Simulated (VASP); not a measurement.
BAs (o.bA), 2 atoms in the cell. Symmetry: F-43m, No. 216, cubic system. The conventional cell has a = 4.770 Å, b = 4.770 Å, c = 4.770 Å, α = 90.00°, β = 90.00°, γ = 90.00°. B (site symmetry -43m) has 4 As at 2.07 Å within 2.7 Å. Within 2.7 Å of As (site symmetry -43m) lie 4 B at 2.07 Å. 

| Quantity | Value |
| --- | --- |
| Program | VASP 6.6.1 |
| Task | single point |
| Functional | PBE |
| Potentials or basis | VASP PAW PBE potentials, release 64 (B, As) |
| Cutoff | 500 eV |
| k mesh | 6 × 6 × 6 |
| Occupations | gaussian, width 0.1 eV |
| Spin | no spin polarisation |
| Dipole correction | no |
| Further INCAR settings | ALGO = Normal; EDIFF = 1e-06; NBANDS = 11 |

Potentials or basis: VASP PAW PBE potentials, release 64 (B, As).

Run with:

```bash
$ cat potpaw_PBE.64/B/POTCAR potpaw_PBE.64/As/POTCAR > POTCAR
$ mpirun -np 1 vasp_std > vasp.out
```

Hardware: 1 thread of Intel Xeon 8259CL (shared host).

Estimate the wall time of this run.

Wall time 11 s on 1 thread of Intel Xeon 8259CL, with other jobs on the host, peak memory 0.15 GiB. Counts: scf iterations 12, k points 16.
